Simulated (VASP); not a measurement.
# GaN (F-43m) in VASP: settings compared

GaN is run at these levels: r2SCAN+rVV10, BLYP; tasks: single point.

Everything below comes from runs of VASP 6.6.1. Logs are shortened: lines on timing, memory, paths and dates and some standing lists are left out, and cuts for length are marked.

## (1) The cell of the first run

Symmetry: F-43m, No. 216, cubic system. The conventional cell has a = 4.415 Å, b = 4.415 Å, c = 4.415 Å, α = 90.00°, β = 90.00°, γ = 90.00°. Ga (site symmetry -43m) has 4 N at 1.91 Å within 2.5 Å. N (site symmetry -43m) has 4 Ga at 1.91 Å within 2.5 Å.

## (2) Single point, r2SCAN+rVV10

Contents of POSCAR:

```
GaN
1.0
    0.0000000000      2.2074978911      2.2074978911
    2.2074978911      0.0000000000      2.2074978911
    2.2074978911      2.2074978911      0.0000000000
Ga N
1 1
Direct
    0.0000000000      0.0000000000      0.0000000000
    0.2500000000      0.2500000000      0.2500000000
```

Contents of INCAR.step1:

```
SYSTEM = GaN
PREC = Accurate ; ENCUT = 1460
ISMEAR = -1 ; SIGMA = 0.05
LREAL = .False. ; LASPH = .True.
NELM = 120 ; NBANDS = 16
GGA = PE ; ALGO = Normal
EDIFF = 1E-5 ; LWAVE = .True.
LCHARG = .False. ; GGA_COMPAT = .False.
```

Contents of INCAR.step2:

```
SYSTEM = GaN
PREC = Accurate ; ENCUT = 1460
EDIFF = 1E-6 ; ISMEAR = -1
SIGMA = 0.05 ; LREAL = .False.
LASPH = .True. ; NELM = 120
ALGO = Normal ; ISIF = 2
LWAVE = .False. ; LCHARG = .False.
METAGGA = R2SCAN ; LMIXTAU = .True.
LUSE_VDW = .True. ; IVDW_NL = 2
BPARAM = 11.95 ; CPARAM = 0.0093
NBANDS = 16 ; ISTART = 1
GGA_COMPAT = .False.
```

Contents of KPOINTS:

```
regular mesh
0
Gamma
  10 10 10
  0 0 0
```

Potentials or basis: VASP PAW PBE potentials, release 64 (Ga_d, N_h).

Command:

```bash
$ cat potpaw_PBE.64/Ga_d/POTCAR potpaw_PBE.64/N_h/POTCAR > POTCAR
$ cp INCAR.step1 INCAR
$ mpirun -np 1 vasp_std > vasp.out
$ cp INCAR.step2 INCAR
$ mpirun -np 1 vasp_std > vasp.out
```

OUTCAR:

```text
SYSTEM = GaN
   PREC = Accurate
   ENCUT = 1460
   EDIFF = 1E-6
   ISMEAR = -1
   LREAL = .False.
   LASPH = .True.
   NELM = 120
   ISIF = 2
   METAGGA = R2SCAN
   IVDW_NL = 2
   BPARAM = 11.95
   ISTART = 1

 ion  position               nearest neighbor table
   1  0.000  0.000  0.000-   2 1.91   2 1.91   2 1.91   2 1.91
   2  0.250  0.250  0.250-   1 1.91   1 1.91   1 1.91   1 1.91

  LATTYP: Found a face centered cubic cell.
 ALAT       =     4.4149957822

  Lattice vectors:

 A1 = (   0.0000000000,   2.2074978911,   2.2074978911)
 A2 = (   2.2074978911,   0.0000000000,   2.2074978911)
 A3 = (   2.2074978911,   2.2074978911,   0.0000000000)

Analysis of symmetry for initial positions (statically):
=====================================================================
 Subroutine PRICEL returns:
 Original cell was already a primitive cell.

 Routine SETGRP: Setting up the symmetry group for a
 face centered cubic supercell.

 Subroutine GETGRP returns: Found 24 space group operations
 (whereof 24 operations were pure point group operations)
 out of a pool of 48 trial point group operations.

The static configuration has the point symmetry T_d .

Analysis of symmetry for dynamics (positions and initial velocities):
=====================================================================
 Subroutine PRICEL returns:
 Original cell was already a primitive cell.

 Routine SETGRP: Setting up the symmetry group for a
 face centered cubic supercell.

 Subroutine GETGRP returns: Found 24 space group operations
 (whereof 24 operations were pure point group operations)
 out of a pool of 48 trial point group operations.

The dynamic configuration has the point symmetry T_d .

 Subroutine INISYM returns: Found 24 space group operations
 (whereof 24 operations are pure point group operations),
 and found     1 'primitive' translations

----------------------------------------------------------------------------------------

                                     Primitive cell

  volume of cell :      21.5145

  direct lattice vectors                    reciprocal lattice vectors
     0.000000000  2.207497891  2.207497891    -0.226500783  0.226500783  0.226500783
     2.207497891  0.000000000  2.207497891     0.226500783 -0.226500783  0.226500783
     2.207497891  2.207497891  0.000000000     0.226500783  0.226500783 -0.226500783

  length of vectors
[... 74 lines left out ...]
   ISTART =      1    job   : 0-new  1-cont  2-samecut
   ICHARG =      0    charge: 1-file 2-atom 10-const
   ISPIN  =      1    spin polarized calculation?
   LNONCOLLINEAR =      F non collinear calculations
   LSORBIT =      F    spin-orbit coupling
   LASPH  =      T    aspherical Exc in radial PAW
   ENCUT  = 1460.0 eV 107.31 Ry   10.36 a.u.   9.73  9.73  9.73*2*pi/ulx,y,z
   NELM   =    120;   NELMIN=  2; NELMDL=  0     # of ELM steps
   EDIFF  = 0.1E-05   stopping-criterion for ELM
   LREAL  =      F    real-space projection
   EDIFFG = 0.1E-04   stopping-criterion for IOM
   NSW    =      0    number of steps for IOM
   IBRION =     -1    ionic relax: 0-MD 1-quasi-New 2-CG
   NFREE  =      0    steps in history (QN), initial steepest desc. (CG)
   ISIF   =      2    stress and relaxation
   ISYM   =      2    0-nonsym 1-usesym 2-fastsym
   POTIM  = 0.5000    time-step for ionic-motion
   TEBEG  =    0.0;   TEEND  =   0.0 temperature during run
   PSTRESS=    0.0 pullay stress
   NELECT =      18.0000    total number of electrons
   NUPDOWN=      -1.0000    fix difference up-down
   EMIN   =  10.00;   EMAX   =-10.00  energy-range for DOS
   EFERMI =   0.00;   METHOD = LEGACY
   ISMEAR =    -1;   SIGMA  =   0.05  broadening in eV -4-tet -1-fermi 0-gaus
   EFERMI_NEDOS =   21; number of points for ismear=-14 and -15
   IALGO  =     38    algorithm
   IMIX   =      4    mixing-type and parameters
     AMIX     =   0.40;   BMIX     =  1.00
     AMIX_MAG =   1.60;   BMIX_MAG =  1.00
  volume/ion in A,a.u.               =      10.76        72.59
  Fermi-wavevector in a.u.,A,eV,Ry     =   1.542607  2.915105 32.376929  2.379637
  Thomas-Fermi vector in A             =   2.648388
   LORBIT       =      0    0 simple, 1 ext, 2 COOP (PROOUT), +10 PAW based schemes
   METAGGA = R2SCAN    functional components
   LHFCALC =     F    Hartree Fock is set to
   AEXX    =    0.0000 exact exchange contribution
   IVDW_NL    =     2    kernel type
   BPARAM     =11.9500
   IVDW    =     0    specifies the selected vdW correction
   LEPSILON=     F    determine dielectric tensor
   LRPA    =     F    only Hartree local field effects (RPA)
 non-spin polarized calculation
  energy-cutoff  :     1460.00
  volume of cell :       21.51
 maximum number of plane-waves:      2764
   NGX = 19   NGY = 19   NGZ = 19

 number of electron      18.0000001 magnetization

 Free energy of the ion-electron system (eV)
  ---------------------------------------------------
  ext. energy  EPLUGINS =         0.00000000
  ---------------------------------------------------
  free energy    TOTEN  =       -21.35529829 eV

  energy without entropy =      -21.35529829  energy(sigma->0) =      -21.35529829

 E-fermi :   6.9974     XC(G=0): -13.0466

 val. band max:        6.0123448844   @ k =   0.0000   0.0000   0.0000
 cond. band min:       8.5072245884   @ k =   0.0000   0.0000   0.0000
 fundamental gap:      2.4948797040
 Fermi energy:         6.9973760493

 k-point     1 :       0.0000    0.0000    0.0000
  band No.  band energies     occupation
      1     -11.2840      2.00000
      2      -7.8618      2.00000
      3      -7.8618      2.00000
      4      -7.8618      2.00000
      5      -7.4374      2.00000
      6      -7.4374      2.00000
[... 433 lines left out ...]
      3      -7.5785      2.00000
      4      -7.5764      2.00000
      5      -7.3638      2.00000
      6      -6.6792      2.00000
[... 8 lines left out ...]
     15      29.9844      0.00000
     16      30.3928      0.00000

 [... further k-points ...]
[... 5 lines left out ...]
  --------------------------------------------------------------------------------------
  -------------------------------------------------------------------------------------
  Total        1.6303657      1.6303657      1.6303657     -0.0000000     -0.0000000     -0.0000000
  in kB      121.4128711    121.4128711    121.4128711     -0.0000000     -0.0000000     -0.0000000
  external PRESSURE =     121.4128711 kB  Pullay stress =       0.0000000 kB

 VOLUME and BASIS-vectors are now :
 -----------------------------------------------------------------------------
  energy-cutoff  :     1460.00
  volume of cell :       21.51
      direct lattice vectors                 reciprocal lattice vectors
     0.000000000  2.207497891  2.207497891    -0.226500783  0.226500783  0.226500783
     2.207497891  0.000000000  2.207497891     0.226500783 -0.226500783  0.226500783
     2.207497891  2.207497891  0.000000000     0.226500783  0.226500783 -0.226500783

 POSITION                                       TOTAL-FORCE (eV/Angst)
 -----------------------------------------------------------------------------------
      0.00000      0.00000      0.00000         0.000000      0.000000      0.000000
      1.10375      1.10375      1.10375        -0.000000     -0.000000     -0.000000
 -----------------------------------------------------------------------------------
    total drift:                               -0.000000     -0.000000     -0.000000

  FREE ENERGIE OF THE ION-ELECTRON SYSTEM (eV)
  ---------------------------------------------------
  free  energy   TOTEN  =       -21.3552982937 eV

  energy  without entropy=      -21.3552982936  energy(sigma->0) =      -21.35529829
```

Wall time 5.5 min (1 thread of AMD EPYC 7R13 (Zen 3), shared host); peak memory 0.5 GiB.

Results:

| Property | Result |
| --- | --- |
| Free energy | -21.3553 eV |
| Pressure | 12.1 GPa |
| Band gap on the k mesh | 2.49 eV |

Levels at points of the mesh, in eV from the valence-band top:
```
           k point  band 5  band 6  band 7  band 8  band 9  band 10  band 11  band 12  band 13  band 14
(0.00, 0.00, 0.00)  -13.45  -13.45    0.00    0.00    0.00     2.49    11.40    11.40    11.40    19.36
(0.50, 0.00, 0.00)  -13.40  -12.32   -7.60   -1.08   -1.08     5.58     9.73    11.31    11.31    17.02
(0.50, 0.50, 0.00)  -13.36  -11.95   -6.49   -3.02   -3.02     3.74     7.59    13.03    15.62    15.62
```

Caveat: the cell stands under pressure; the PAW data sets were made with another functional, which shifts forces and pressure a little.

## (3) Single point, BLYP

This run uses another cell than the first one, of 10.99 Å³/atom.

Contents of INCAR:

```
SYSTEM = GaN
PREC     = Accurate       ! precision mode
ENCUT    = 1330           ! plane-wave cutoff, eV
EDIFF    = 1E-6           ! SCF threshold, eV
ISMEAR   = -1             ! smearing method
SIGMA    = 0.05           ! smearing width, eV
LREAL    = .FALSE.        ! projectors in reciprocal space
LASPH    = .TRUE.         ! aspherical terms in the spheres
NELM     = 120            ! most SCF steps
ALGO     = Normal         ! electronic algorithm
ISIF     = 2              ! what is computed and relaxed
LWAVE    = .FALSE.        ! write WAVECAR
LCHARG   = .FALSE.        ! write CHGCAR
GGA      = B5             ! functional
ALDAX    = 1.0          
AGGAX    = 1.0          
AGGAC    = 1.0          
ALDAC    = 0.0          
NBANDS   = 16             ! bands
GGA_COMPAT= .FALSE.
```

Contents of KPOINTS:

```
regular mesh
0
G
  10 10 10
  0 0 0
```

Contents of POSCAR:

```
GaN
1.0
    0.0000000000      2.2230441631      2.2230441631
    2.2230441631      0.0000000000      2.2230441631
    2.2230441631      2.2230441631      0.0000000000
Ga N
1 1
Direct
    0.0000000000      0.0000000000      0.0000000000
    0.2500000000      0.2500000000      0.2500000000
```

Potentials or basis: VASP PAW PBE potentials, release 64 (Ga_d, N_h).

Command:

```bash
$ cat potpaw_PBE.64/Ga_d/POTCAR potpaw_PBE.64/N_h/POTCAR > POTCAR
$ mpirun -np 1 vasp_std > vasp.out
```

OUTCAR:

```text
SYSTEM = GaN
   PREC = Accurate
   ENCUT = 1330
   EDIFF = 1E-6
   ISMEAR = -1
   LREAL = .FALSE.
   LASPH = .TRUE.
   NELM = 120
   ISIF = 2
   GGA = B5

 ion  position               nearest neighbor table
   1  0.000  0.000  0.000-   2 1.93   2 1.93   2 1.93   2 1.93
   2  0.250  0.250  0.250-   1 1.93   1 1.93   1 1.93   1 1.93

  LATTYP: Found a face centered cubic cell.
 ALAT       =     4.4460883262

  Lattice vectors:

 A1 = (   0.0000000000,   2.2230441631,   2.2230441631)
 A2 = (   2.2230441631,   0.0000000000,   2.2230441631)
 A3 = (   2.2230441631,   2.2230441631,   0.0000000000)

Analysis of symmetry for initial positions (statically):
=====================================================================
 Subroutine PRICEL returns:
 Original cell was already a primitive cell.

 Routine SETGRP: Setting up the symmetry group for a
 face centered cubic supercell.

 Subroutine GETGRP returns: Found 24 space group operations
 (whereof 24 operations were pure point group operations)
 out of a pool of 48 trial point group operations.

The static configuration has the point symmetry T_d .

Analysis of symmetry for dynamics (positions and initial velocities):
=====================================================================
 Subroutine PRICEL returns:
 Original cell was already a primitive cell.

 Routine SETGRP: Setting up the symmetry group for a
 face centered cubic supercell.

 Subroutine GETGRP returns: Found 24 space group operations
 (whereof 24 operations were pure point group operations)
 out of a pool of 48 trial point group operations.

The dynamic configuration has the point symmetry T_d .

 Subroutine INISYM returns: Found 24 space group operations
 (whereof 24 operations are pure point group operations),
 and found     1 'primitive' translations
[... 103 lines left out ...]
   POTIM  = 0.5000    time-step for ionic-motion
   TEBEG  =    0.0;   TEEND  =   0.0 temperature during run
   PSTRESS=    0.0 pullay stress
   NELECT =      18.0000    total number of electrons
   NUPDOWN=      -1.0000    fix difference up-down
   EMIN   =  10.00;   EMAX   =-10.00  energy-range for DOS
   EFERMI =   0.00;   METHOD = LEGACY
   ISMEAR =    -1;   SIGMA  =   0.05  broadening in eV -4-tet -1-fermi 0-gaus
   EFERMI_NEDOS =   21; number of points for ismear=-14 and -15
   IALGO  =     38    algorithm
   IMIX   =      4    mixing-type and parameters
     AMIX     =   0.40;   BMIX     =  1.00
     AMIX_MAG =   1.60;   BMIX_MAG =  1.00
  volume/ion in A,a.u.               =      10.99        74.14
  Fermi-wavevector in a.u.,A,eV,Ry     =   1.531819  2.894719 31.925673  2.346471
  Thomas-Fermi vector in A             =   2.639111
   LORBIT       =      0    0 simple, 1 ext, 2 COOP (PROOUT), +10 PAW based schemes
   GGA     = B5    functional components
   LHFCALC =     F    Hartree Fock is set to
   AEXX    =    0.0000 exact exchange contribution
   IVDW    =     0    specifies the selected vdW correction
   LEPSILON=     F    determine dielectric tensor
   LRPA    =     F    only Hartree local field effects (RPA)
 non-spin polarized calculation
  energy-cutoff  :     1330.00
  volume of cell :       21.97
 maximum number of plane-waves:      2452
 NGX is ok and might be reduce to    40
   NGX = 19   NGY = 19   NGZ = 19

 number of electron      18.0000001 magnetization

 Free energy of the ion-electron system (eV)
  ---------------------------------------------------
  ext. energy  EPLUGINS =         0.00000000
  ---------------------------------------------------
  free energy    TOTEN  =       -10.88106822 eV

  energy without entropy =      -10.88106822  energy(sigma->0) =      -10.88106822

 E-fermi :   7.4117     XC(G=0): -11.3306

 val. band max:        6.4517593594   @ k =   0.0000   0.0000   0.0000
 cond. band min:       8.5390004730   @ k =   0.0000   0.0000   0.0000
 fundamental gap:      2.0872411136
 Fermi energy:         7.4116599062

 k-point     1 :       0.0000    0.0000    0.0000
  band No.  band energies     occupation
      1      -9.7504      2.00000
      2      -7.1359      2.00000
      3      -7.1359      2.00000
      4      -7.1359      2.00000
      5      -6.7786      2.00000
      6      -6.7786      2.00000
[... 433 lines left out ...]
      3      -6.8861      2.00000
      4      -6.8854      2.00000
      5      -6.7115      2.00000
      6      -5.8325      2.00000
[... 8 lines left out ...]
     15      29.4529      0.00000
     16      29.6418      0.00000

 [... further k-points ...]
[... 5 lines left out ...]
  --------------------------------------------------------------------------------------
  -------------------------------------------------------------------------------------
  Total        2.9195368      2.9195368      2.9195368      0.0000000      0.0000000     -0.0000000
  in kB      212.8875543    212.8875543    212.8875543      0.0000000      0.0000000     -0.0000000
  external PRESSURE =     212.8875543 kB  Pullay stress =       0.0000000 kB

 VOLUME and BASIS-vectors are now :
 -----------------------------------------------------------------------------
  energy-cutoff  :     1330.00
  volume of cell :       21.97
      direct lattice vectors                 reciprocal lattice vectors
     0.000000000  2.223044163  2.223044163    -0.224916809  0.224916809  0.224916809
     2.223044163  0.000000000  2.223044163     0.224916809 -0.224916809  0.224916809
     2.223044163  2.223044163  0.000000000     0.224916809  0.224916809 -0.224916809

 POSITION                                       TOTAL-FORCE (eV/Angst)
 -----------------------------------------------------------------------------------
      0.00000      0.00000      0.00000         0.000000      0.000000      0.000000
      1.11152      1.11152      1.11152        -0.000000     -0.000000     -0.000000
 -----------------------------------------------------------------------------------
    total drift:                               -0.000000     -0.000000     -0.000000

  FREE ENERGIE OF THE ION-ELECTRON SYSTEM (eV)
  ---------------------------------------------------
  free  energy   TOTEN  =       -10.8810682236 eV

  energy  without entropy=      -10.8810682235  energy(sigma->0) =      -10.88106822
```

It took 44 s on 1 thread of Intel Xeon 6975P-C (Granite Rapids), shared host; peak memory 0.28 GiB.

Results:

* Free energy: -10.8811 eV
* Pressure: 21.3 GPa
* Band gap on the k mesh: 2.09 eV

Levels at points of the mesh, in eV from the valence-band top:
```
           k point  band 7  band 8  band 9  band 10  band 11  band 12
(0.00, 0.00, 0.00)    0.00    0.00    0.00     2.09    10.57    10.57
(0.50, 0.00, 0.00)   -7.23   -1.01   -1.01     4.96     9.08    10.65
(0.50, 0.50, 0.00)   -6.27   -2.82   -2.82     3.61     6.95    12.13
```

Caveat: the cell stands under pressure; the PAW data sets were made with another functional, which shifts forces and pressure a little.
